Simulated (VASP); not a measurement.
Input of a VASP 6.6.1 run:

INCAR

```
ALGO     = Normal         # electronic algorithm
EDIFF    = 1E-6           # SCF threshold, eV
ENCUT    = 520            # plane-wave cutoff, eV
GGA      = PE             # functional
ISIF     = 2              # what is computed and relaxed
ISMEAR   = -1             # smearing method
LASPH    = T              # aspherical terms in the spheres
LCHARG   = F              # write CHGCAR
LREAL    = F              # projectors in reciprocal space
LWAVE    = F              # write WAVECAR
NBANDS   = 16             # bands
NELM     = 80             # most SCF steps
PREC     = Accurate       # precision mode
SIGMA    = 0.05           # smearing width, eV
```

The input KPOINTS:

```
k-points
0
Gamma
  12 12 9
```

Contents of POSCAR:

```
ZrB2
1.0
    3.1222243140      0.0000000000      0.0000000000
   -1.5611121570      2.7039255722      0.0000000000
    0.0000000000      0.0000000000      3.4724266007
Zr B
1 2
Direct
    0.0000000000      0.0000000000      0.0000000000
    0.3333333333      0.6666666667      0.5000000000
    0.6666666667      0.3333333333      0.5000000000
```

Potentials or basis: VASP PAW PBE potentials, release 64 (Zr_sv, B).

Run with:

```sh
$ cat potpaw_PBE.64/Zr_sv/POTCAR potpaw_PBE.64/B/POTCAR > POTCAR
$ mpirun -np 1 vasp_std > vasp.out
```

(1) What does it give for the band gap on the k mesh?

(2) Predict the pressure.

Answers

(1) zero (band 9 reaches 11.85 eV, above the bottom of band 10 at 10.51 eV).

(2) 13.6 GPa.
